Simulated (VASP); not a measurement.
Set up this calculation in VASP 6.6.1, as the native input.

```
Task                   : single point
Functional             : PBE
Potentials or basis    : VASP PAW PBE potentials, release 64 (Mg, O)
Cutoff                 : 520 eV
k mesh                 : 10 × 10 × 10
Occupations            : fermi-dirac, width 0.05 eV
Spin                   : no spin polarisation
Dipole correction      : no
Further INCAR settings : ALGO = Normal; EDIFF = 1e-06; NBANDS = 11
```

The structure of MgO lies in POSCAR:

```
MgO
1.0
    2.9380209034      0.0000000000      0.0000000000
   -1.4690104517      2.5444007392      0.0000000000
    0.0000000000      0.0000000000      2.6796800000
Mg O
1 1
Direct
    0.0000000000      0.0000000000      0.0000000000
    0.3333333333      0.6666666667      0.5000000000
```

One way to write it, as run:

INCAR

```
PREC = Accurate
ENCUT = 520
EDIFF = 1E-6
ISMEAR = -1
SIGMA = 0.05
LREAL = F
LASPH = T
NELM = 100
ALGO = Normal
ISIF = 2
LWAVE = F
LCHARG = F
GGA = PE
NBANDS = 11
```

KPOINTS

```
Automatic mesh
0
Gamma
  10 10 10
```

Potentials or basis: VASP PAW PBE potentials, release 64 (Mg, O).

The run is started by

```bash
$ cat potpaw_PBE.64/Mg/POTCAR potpaw_PBE.64/O/POTCAR > POTCAR
$ mpirun -np 1 vasp_std > vasp.out
```

It gave:

- Pressure: -0.7 GPa
- Band gap on the k mesh: 3.01 eV, indirect (least direct gap 3.40 eV)

It took 20 s on 1 thread of Intel Xeon 8259CL, with other jobs on the host, peak memory 0.15 GiB.
